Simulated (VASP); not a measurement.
Set up this calculation in VASP 6.6.1, as the native input.

```
Task                   : single point
Functional             : PBE
Potentials or basis    : VASP PAW PBE potentials, release 64 (Cd, S)
Cutoff                 : 520 eV
k mesh                 : 10 × 10 × 10
Occupations            : gaussian, width 0.03 eV
Spin                   : no spin polarisation
Dipole correction      : no
Further INCAR settings : ALGO = Normal; EDIFF = 1e-06; NBANDS = 16
```

The structure of CdS lies in POSCAR:

```
CdS
1.0
    0.0000000000      2.8220751000      2.7532440000
    2.8220751000      0.0000000000      2.7532440000
    2.8220751000      2.8220751000      0.0000000000
Cd S
1 1
Direct
    0.0000000000      0.0000000000      0.0000000000
    0.5000000000      0.5000000000      0.5000000000
```

This cell differs from its parent crystal: strain +0.025 along x and y, +0.000 along z.

These files were run (other wordings do the same):

INCAR

```
  ALGO = Normal
  EDIFF = 1E-6
  ENCUT = 520
  GGA = PE
  ISIF = 2
  ISMEAR = 0
  LASPH = True
  LCHARG = False
  LREAL = False
  LWAVE = False
  NBANDS = 16
  NELM = 80
  PREC = Accurate
  SIGMA = 0.03
```

KPOINTS

```
k-points
0
Gamma
  10 10 10
```

Potentials or basis: VASP PAW PBE potentials, release 64 (Cd, S).

The run is started by

```console
$ cat potpaw_PBE.64/Cd/POTCAR potpaw_PBE.64/S/POTCAR > POTCAR
$ mpirun -np 1 vasp_std > vasp.out
```

Results of the run:

The pressure is -3.2 GPa. The band gap on the k mesh is 0.14 eV, indirect (least direct gap 1.19 eV).

Caveat: the cell differs from its parent crystal (strain +0.025 along x and y, +0.000 along z).

It took 69 s on 1 thread of Intel(R) Xeon(R) Platinum 8259CL CPU @ 2.50GHz (Skylake/Cascade Lake), on a shared host, peak memory 0.21 GiB.
